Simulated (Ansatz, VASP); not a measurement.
**One calculation of Ti, two programs**

INCAR

```
SYSTEM = Ti
ALGO = Normal ; EDIFF = 1E-6
ENCUT = 500 ; GGA = PE
GGA_COMPAT = .False. ; ISIF = 2
ISMEAR = 0 ; LASPH = .True.
LCHARG = .False. ; LREAL = .False.
LWAVE = .False. ; NBANDS = 12
NELM = 120 ; PREC = Accurate
SIGMA = 0.15
```

KPOINTS

```
k-points
0
Gamma
  14 14 14
  0 0 0
```

File POSCAR:

```
Ti
1.0
   -1.7722800000      1.7722800000      1.7722800000
    1.7722800000     -1.7722800000      1.7722800000
    1.7722800000      1.7722800000     -1.7722800000
Ti
1
Direct
    0.0000000000      0.0000000000      0.0000000000
```

Input for Ansatz:

```yaml
crystal:
  lattice:
    - [-1.77228, 1.77228, 1.77228]
    - [1.77228, -1.77228, 1.77228]
    - [1.77228, 1.77228, -1.77228]
  atoms:
    - { symbol: Ti, position: [0.0, 0.0, 0.0] }
basis:
  ecutwfc: 420
kpoints:
  mp_grid: { grid: [14, 14, 14] }
hamiltonian:
  xc: pbe
scf:
  occupations: { method: gaussian, width: 0.15 }
output:
  forces: true
  stress: true
  eigenvalues: true
```

Change from the starting cell: strain +0.080 along x and y, +0.080 along z, atoms carried along.

Alike in both runs: task single point; functional PBE; k mesh 14 × 14 × 14; occupations gaussian, width 0.15 eV; no spin polarisation.

|  | VASP | Ansatz |
| --- | --- | --- |
| version | VASP 6.6.1 | Ansatz 0.2.0 |
| potentials or method | VASP PAW PBE potentials, release 64 (Ti_sv), cutoff 500 eV | scalar-relativistic, plane waves, PAW |
| valence electrons in the cell | 12 | 12 |

```tsv
	VASP	Ansatz	Ansatz less VASP
gap on the k mesh at the Fermi level (eV)	none	none	-
pressure (GPa)	-17.1	-17.1	+0.05
```

A gap of «none» marks a metal or a gap that the smearing closes. The functional is the same, so the differences come from potentials, cutoffs and numerics.
